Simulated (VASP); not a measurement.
# AlNi3 (Pm-3m) in VASP: a series of runs, part 2 of 2

VASP 6.6.1. Earlier steps stand in the parts before.

## 3. Single point, PBE, collinear spin, ferromagnetic start (volume scaled by 0.980)

Contents of INCAR:

```
  PREC = Accurate
  ENCUT = 520
  EDIFF = 1E-6
  ISMEAR = 0
  SIGMA = 0.05
  LREAL = False
  LASPH = True
  NELM = 150
  ALGO = Fast
  ISIF = 2
  LWAVE = False
  LCHARG = False
  ISPIN = 2
  MAGMOM = 0 0.31 0.31 0.31
  LORBIT = 11
  LMAXMIX = 4
  GGA = PE
  NBANDS = 28
```

Contents of KPOINTS:

```
regular mesh
0
Gamma
  12 12 12
```

Contents of POSCAR:

```
AlNi3
1.0
    3.5426515965      0.0000000000      0.0000000000
    0.0000000000      3.5426515965      0.0000000000
    0.0000000000      0.0000000000      3.5426515965
Al Ni
1 3
Direct
    0.0000000000      0.0000000000      0.0000000000
    0.0000000000      0.5000000000      0.5000000000
    0.5000000000      0.0000000000      0.5000000000
    0.5000000000      0.5000000000      0.0000000000
```

Potentials or basis: VASP PAW PBE potentials, release 64 (Al, Ni).

Command:

```console
$ cat potpaw_PBE.64/Al/POTCAR potpaw_PBE.64/Ni/POTCAR > POTCAR
$ mpirun -np 1 vasp_std > vasp.out
```

Wall time 6.5 min (1 thread of Oxide Virtual Turin-like, shared host); peak memory 0.24 GiB.

It converged, with:

```yaml
Free_energy: -21.8889 eV
Pressure: 3.9 GPa
Net_moment: 0.72 μB per cell
Site_moments: Al -0.01; Ni +0.26 μB
Valence_electrons_inside_the_program's_atomic_spheres: Al 0.81; Ni 9.42
```

Levels at points of the mesh, in eV from the Fermi level:
Spin up:
| k point | band 14 | band 15 | band 16 | band 17 | band 18 | band 19 | band 20 | band 21 |
| --- | --- | --- | --- | --- | --- | --- | --- | --- |
| (0.00, 0.00, 0.00) | -0.10 | -0.10 | -0.10 | 0.87 | 0.87 | 0.87 | 6.62 | 6.62 |
| (0.50, 0.00, 0.00) | -1.19 | -1.07 | -0.52 | -0.10 | 5.55 | 5.55 | 5.62 | 5.62 |
| (0.50, 0.50, 0.00) | -1.22 | -1.01 | -0.99 | -0.60 | 0.84 | 0.84 | 8.22 | 8.22 |
| (0.50, 0.50, 0.50) | -1.09 | -1.09 | -0.27 | -0.27 | -0.27 | -0.19 | 3.45 | 4.07 |
Spin down:
| k point | band 13 | band 14 | band 15 | band 16 | band 17 | band 18 | band 19 | band 20 |
| --- | --- | --- | --- | --- | --- | --- | --- | --- |
| (0.00, 0.00, 0.00) | 0.00 | 0.35 | 0.35 | 0.35 | 0.83 | 0.83 | 0.83 | 6.71 |
| (0.50, 0.00, 0.00) | -0.94 | -0.94 | -0.84 | -0.34 | 0.35 | 5.61 | 5.61 | 5.67 |
| (0.50, 0.50, 0.00) | -1.16 | -1.11 | -0.80 | -0.60 | -0.46 | 1.13 | 1.13 | 8.25 |
| (0.50, 0.50, 0.50) | -1.18 | -0.91 | -0.91 | -0.21 | 0.11 | 0.11 | 0.11 | 3.54 |

## 4. Single point, PBE, collinear spin, ferromagnetic start (volume scaled by 1.020)

Contents of INCAR:

```
PREC = Accurate ; ENCUT = 520
EDIFF = 1E-7 ; ISMEAR = 0
SIGMA = 0.05 ; LREAL = False
LASPH = True ; NELM = 150
ALGO = Fast ; ISIF = 2
LWAVE = False ; LCHARG = False
ISPIN = 2 ; MAGMOM = 0 0.31 0.31 0.31
LORBIT = 11 ; LMAXMIX = 4
GGA = PE ; NBANDS = 28
```

KPOINTS is that of step 3.

Contents of POSCAR:

```
AlNi3
1.0
    3.5902096418      0.0000000000      0.0000000000
    0.0000000000      3.5902096418      0.0000000000
    0.0000000000      0.0000000000      3.5902096418
Al Ni
1 3
Direct
    0.0000000000      0.0000000000      0.0000000000
    0.0000000000      0.5000000000      0.5000000000
    0.5000000000      0.0000000000      0.5000000000
    0.5000000000      0.5000000000      0.0000000000
```

Potentials or basis: VASP PAW PBE potentials, release 64 (Al, Ni).

Command:

```console
$ cat potpaw_PBE.64/Al/POTCAR potpaw_PBE.64/Ni/POTCAR > POTCAR
$ mpirun -np 1 vasp_std > vasp.out
```

OUTCAR:

```text
PREC = Accurate
   ENCUT = 520
   EDIFF = 1E-7
   ISMEAR = 0
   LREAL = False
   LASPH = True
   NELM = 150
   ISIF = 2
   ISPIN = 2
   LORBIT = 11
   GGA = PE

 ion  position               nearest neighbor table
   1  0.000  0.000  0.000-   2 2.54   3 2.54   4 2.54   2 2.54   3 2.54   2 2.54   4 2.54   2 2.54
                             3 2.54   4 2.54   3 2.54   4 2.54
   2  0.000  0.500  0.500-   1 2.54   3 2.54   4 2.54   1 2.54   4 2.54   1 2.54   3 2.54   1 2.54
                             3 2.54   4 2.54   4 2.54   3 2.54
[... 1724 lines left out ...]
  volume of cell :       46.28
      direct lattice vectors                 reciprocal lattice vectors
     3.590209642  0.000000000  0.000000000     0.278535267  0.000000000  0.000000000
     0.000000000  3.590209642  0.000000000     0.000000000  0.278535267  0.000000000
     0.000000000  0.000000000  3.590209642     0.000000000  0.000000000  0.278535267

 POSITION                                       TOTAL-FORCE (eV/Angst)
 -----------------------------------------------------------------------------------
      0.00000      0.00000      0.00000         0.000000      0.000000      0.000000
      0.00000      1.79510      1.79510         0.000000      0.000000      0.000000
      1.79510      0.00000      1.79510         0.000000      0.000000      0.000000
      1.79510      1.79510      0.00000         0.000000      0.000000      0.000000
 -----------------------------------------------------------------------------------
    total drift:                                0.000000      0.000000      0.000000

  FREE ENERGIE OF THE ION-ELECTRON SYSTEM (eV)
  ---------------------------------------------------
  free  energy   TOTEN  =       -21.8899459934 eV

  energy  without entropy=      -21.8860346290  energy(sigma->0) =      -21.88799031

 total charge

# of ion       s       p       d       tot
------------------------------------------
    1        0.406   0.382   0.000   0.788
    2        0.482   0.495   8.368   9.345
    3        0.482   0.495   8.368   9.345
    4        0.482   0.495   8.368   9.345
--------------------------------------------------
tot          1.853   1.866  25.105  28.824

 magnetization (x)

# of ion       s       p       d       tot
------------------------------------------
    1       -0.001  -0.008   0.000  -0.009
    2       -0.003  -0.010   0.277   0.264
    3       -0.003  -0.010   0.277   0.264
    4       -0.003  -0.010   0.277   0.264
--------------------------------------------------
tot         -0.010  -0.039   0.831   0.782
```

Wall time 3.8 min (1 thread of Oxide Virtual Turin-like, shared host); peak memory 0.24 GiB.

Results:

```
Free energy                                           : -21.8899 eV
Pressure                                              : -3.4 GPa
Net moment                                            : 0.73 μB per cell
Site moments                                          : Al -0.01; Ni +0.26 μB
Valence electrons inside the program's atomic spheres : Al 0.79; Ni 9.35
```

## 5. Single point, PBE, collinear spin, ferromagnetic start (volume scaled by 1.040)

Contents of INCAR:

```
SYSTEM = AlNi3
ALGO = Normal
EDIFF = 1E-6
ENCUT = 520
GGA = PE
ISIF = 2
ISMEAR = 0
ISPIN = 2
LASPH = .TRUE.
LCHARG = .TRUE.
LELF = .TRUE.
LMAXMIX = 4
LORBIT = 11
LREAL = .FALSE.
LVHAR = .TRUE.
LWAVE = .FALSE.
MAGMOM = 0 0.31 0.31 0.31
NBANDS = 28
NELM = 150
PREC = Accurate
SIGMA = 0.05
```

Contents of KPOINTS:

```
k-points
0
G
  12 12 12
  0 0 0
```

Contents of POSCAR:

```
AlNi3
1.0
    3.6135233447      0.0000000000      0.0000000000
    0.0000000000      3.6135233447      0.0000000000
    0.0000000000      0.0000000000      3.6135233447
Al Ni
1 3
Direct
    0.0000000000      0.0000000000      0.0000000000
    0.0000000000      0.5000000000      0.5000000000
    0.5000000000      0.0000000000      0.5000000000
    0.5000000000      0.5000000000      0.0000000000
```

Command:

```console
$ cat potpaw_PBE.64/Al/POTCAR potpaw_PBE.64/Ni/POTCAR > POTCAR
$ mpirun -np 1 vasp_std > vasp.out
```

Run time: 5.1 min. Hardware: 1 thread of Oxide Virtual Turin-like, shared host; peak memory 0.25 GiB.

Results (log left out):

- Free energy: -21.8620 eV
- Pressure: -6.4 GPa
- Net moment: 0.74 μB per cell
- Site moments: Al -0.01; Ni +0.27 μB
- Valence electrons inside the program's atomic spheres: Al 0.78; Ni 9.31

Levels at points of the mesh, in eV from the Fermi level:
Spin up:
```
           k point  band 15  band 16  band 17  band 18  band 19  band 20
(0.00, 0.00, 0.00)    -0.13    -0.13     0.86     0.86     0.86     6.29
(0.50, 0.00, 0.00)    -1.01    -0.51    -0.13     5.25     5.25     5.44
(0.50, 0.50, 0.00)    -0.97    -0.93    -0.56     0.74     0.74     7.78
(0.50, 0.50, 0.50)    -1.03    -0.29    -0.29    -0.29    -0.09     3.06
```
Spin down:
```
           k point  band 13  band 14  band 15  band 16  band 17  band 18  band 19  band 20
(0.00, 0.00, 0.00)     0.00     0.32     0.32     0.32     0.82     0.82     0.82     6.38
(0.50, 0.00, 0.00)    -0.86    -0.86    -0.77    -0.31     0.32     5.31     5.31     5.48
(0.50, 0.50, 0.00)    -1.06    -1.02    -0.74    -0.54    -0.42     1.04     1.04     7.80
(0.50, 0.50, 0.50)    -1.08    -0.83    -0.83    -0.12     0.10     0.10     0.10     3.16
```

## 6. The runs side by side

```tsv
cell	gap on the mesh (eV)	pressure (GPa)	moment (μB)
a = 3.518 Å, 4 atoms	none	8.1	0.71
a = 3.543 Å, 4 atoms	none	3.9	0.72
a = 3.590 Å, 4 atoms	none	-3.4	0.73
a = 3.614 Å, 4 atoms	none	-6.4	0.74
```

Alike in all rows: task single point; level PBE; potentials or basis VASP PAW PBE potentials, release 64 (Al, Ni); spin collinear, ferromagnetic start; k mesh 12 × 12 × 12; cutoff (eV) 520; smearing gaussian 0.05 eV.

Total energies depend on the potentials used, so only differences within one code and one set of settings carry meaning.
